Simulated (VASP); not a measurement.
**HfN: relaxation of cell and atoms with PBEsol+D3(BJ)**

Crystal: HfN.

```
Hf N
1.0
     3.13391    0.00000    0.00000
    -1.56695    2.71404    0.00000
     0.00000    0.00000    5.41677
Hf N
2 2
Direct
  0.66667 0.33333 0.75000
  0.33333 0.66667 0.25000
  0.00000 0.00000 0.00000
  0.00000 0.00000 0.50000
```

* Program: VASP 6.6.1
* Task: relaxation of cell and atoms
* Functional: PBEsol
* Dispersion: D3(BJ)
* Potentials or basis: VASP PAW PBE potentials, release 64 (Hf_pv, N)
* Cutoff: 600 eV
* k mesh: 9 × 9 × 5
* Occupations: methfessel-paxton, width 0.05 eV
* Spin: no spin polarisation
* Dipole correction: no
* Further INCAR settings: ALGO = Normal; EDIFF = 1e-07; IBRION = 2; EDIFFG = -0.02; NSW = 80; ISIF = 3

| Quantity | Value |
| --- | --- |
| Relaxed volume | 11.11 Å³/atom |
| Relaxed cell | a = 3.097 Å, b = 3.097 Å, c = 5.349 Å, α = 90.00°, β = 90.00°, γ = 120.00° |
| Space group after relaxing (to 0.05 Å) | P6_3/mmc (No. 194) |
| Energy gained by relaxing | 13.4 meV/atom |
| Ionic steps | 4 |
| Pressure after relaxing | 0.0 GPa |
| Band gap on the k mesh | zero (band 15 reaches 9.60 eV, above the bottom of band 16 at 7.83 eV) |
| Dispersion energy per atom | -0.403 eV |

Stress tensor (GPa, compression positive):
```
 0.02  0.00  0.00
 0.00  0.02  0.00
 0.00  0.00 -0.09
```

Step by step:
| step | energy change (eV) | largest force (eV/Å) | pressure (GPa) | volume (Å³) |
| --- | --- | --- | --- | --- |
| 1 | 0.0000 | 0.0000 | -10.08 | 46.07 |
| 2 | 0.1637 | 0.0000 | 24.54 | 41.41 |
| 3 | -0.0536 | 0.0000 | -0.24 | 44.46 |
| 4 | -0.0536 | 0.0000 | -0.02 | 44.43 |

Final structure:
```
Hf N
1.0
     3.09692    0.00000    0.00000
    -1.54846    2.68201    0.00000
     0.00000    0.00000    5.34909
Hf N
2 2
Direct
  0.66667 0.33333 0.75000
  0.33333 0.66667 0.25000
  0.00000 0.00000 0.00000
  0.00000 0.00000 0.50000
```

Levels at points of the mesh, in eV from the Fermi level:
| k point | band 13 | band 14 | band 15 | band 16 | band 17 | band 18 |
| --- | --- | --- | --- | --- | --- | --- |
| (0.00, 0.00, 0.00) | -3.82 | -1.85 | -0.81 | 0.58 | 0.58 | 1.14 |

It took 110 s on 1 thread of AMD EPYC 7R13 Processor (Zen 3), on a shared host, peak memory 0.19 GiB.

Caveat: the PAW data sets were made with another functional, which shifts forces and pressure a little; spin-orbit coupling is left out, which moves the levels of the heavy elements; pairwise dispersion overbinds metals, which lowers pressure and volume.
